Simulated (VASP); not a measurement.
Runs of VASP 6.6.1 on SiC. The structure is that of space group F-43m (No. 216), or close to it. The cells are those of the table. 

```tsv
task	cell	k mesh	cutoff (eV)	smearing	ions in elastic constants	gap on the mesh (eV)	pressure (GPa)
single point	a = 3.076 Å, angles 60.0°, 2 atoms	10 × 10 × 10	520	gaussian 0.01 eV	-	1.23	1.3
single point	a = 3.038 Å, angles 60.0°, 2 atoms	10 × 10 × 10	520	gaussian 0.01 eV	-	1.19	(a)
relaxation of cell and atoms	relaxed to 10 GPa from a = 3.081 Å, angles 60.0°, 2 atoms	10 × 10 × 10	600	gaussian 0.01 eV	-	1.20	10.0
single point	a = 3.063 Å, angles 60.0°, 2 atoms	10 × 10 × 10	520	gaussian 0.01 eV	-	1.22	4.4
relaxation of cell and atoms	relaxed from a = 3.082 Å, angles 60.0°, 2 atoms	18 × 18 × 18	600	fermi-dirac 0.1 eV	-	1.23	0.0
single point	a = 3.050 Å, angles 60.0°, 2 atoms	10 × 10 × 10	520	gaussian 0.01 eV	-	(c)	(b)
```

Alike in all rows: level PBEsol; potentials or basis VASP PAW PBE potentials, release 64 (Si, C); no spin polarisation.

Q: Fill in the values left out.

A: (a) 10.4; (b) 7.4; (c) 1.21.

Caveats: the PAW data sets were made with another functional, which shifts forces and pressure a little; the cell is relaxed towards a set pressure, so the enthalpy falls and the energy may rise (some runs).

A k mesh can miss the band edges.
